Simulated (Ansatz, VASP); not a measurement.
**One calculation of Ge, two programs**

The input INCAR:

```
ALGO = Normal
EDIFF = 1E-6
ENCUT = 520
GGA = PE
ISIF = 2
ISMEAR = 0
LASPH = True
LCHARG = False
LREAL = False
LWAVE = False
NBANDS = 66
NELM = 60
PREC = Accurate
SIGMA = 0.2
```

The input KPOINTS:

```
k-points
0
Gamma
  6 4 2
```

Contents of POSCAR:

```
Ge
1.0
    0.0000000000      0.0000000000      3.9520007331
    4.8914164264      0.0000000000      0.0000000000
    0.0000000000      9.7828328529      0.0000000000
Ge
8
Direct
    0.5000000000      0.0000000000      0.1711001481
    0.5000000000      0.0000000000      0.6711001481
    0.0000000000      0.0000000000      0.3288998519
    1.0000000000      0.0000000000      0.8288998519
    0.7500000000      0.3422002963      0.0000000000
    0.7500000000      0.3422002963      0.5000000000
    0.2500000000      0.6577997037      0.5000000000
    0.2500000000      0.6577997037      0.0000000000
```

Input for Ansatz:

```yaml
crystal:
  lattice:
    - [0.0, 0.0, 3.9520007331]
    - [4.8914164264, 0.0, 0.0]
    - [0.0, 9.7828328529, 0.0]
  atoms:
    - { symbol: Ge, position: [0.5, 0.0, 0.1711001481] }
    - { symbol: Ge, position: [0.5, 0.0, 0.6711001481] }
    - { symbol: Ge, position: [0.0, 0.0, 0.3288998519] }
    - { symbol: Ge, position: [1.0, 0.0, 0.8288998519] }
    - { symbol: Ge, position: [0.75, 0.3422002963, 0.0] }
    - { symbol: Ge, position: [0.75, 0.3422002963, 0.5] }
    - { symbol: Ge, position: [0.25, 0.6577997037, 0.5] }
    - { symbol: Ge, position: [0.25, 0.6577997037, 0.0] }
basis:
  ecutwfc: 420
kpoints:
  mp_grid: { grid: [6, 4, 2] }
hamiltonian:
  xc: pbe
scf:
  occupations: { method: gaussian, width: 0.2 }
  lower_state_search: "off"
output:
  forces: true
  stress: true
  eigenvalues: true
```

Alike in both runs: task single point; functional PBE; k mesh 6 × 4 × 2; occupations gaussian, width 0.2 eV; no spin polarisation.

|  | VASP | Ansatz |
| --- | --- | --- |
| version | VASP 6.6.1 | Ansatz 0.2.0 |
| potentials or method | VASP PAW PBE potentials, release 64 (Ge_d), cutoff 520 eV | scalar-relativistic, plane waves, PAW |
| valence electrons in the cell | 112 | 112 |

|  | VASP | Ansatz | Ansatz less VASP |
| --- | --- | --- | --- |
| gap on the k mesh at the Fermi level (eV) | none | none | - |
| pressure (GPa) | 0.0 | 0.0 | +0.03 |
| traceless stress, the component that is largest in VASP (GPa) | 0.25 | 0.27 | +0.011 |
| rms of the force components (eV/Å) | 0.017 | 0.018 | +0.0005 |

Atom by atom the forces differ by 0.000 eV/Å (rms over components). A gap of «none» marks a metal or a gap that the smearing closes. With one functional, cell and mesh, what is left measures potentials, basis and numerics.
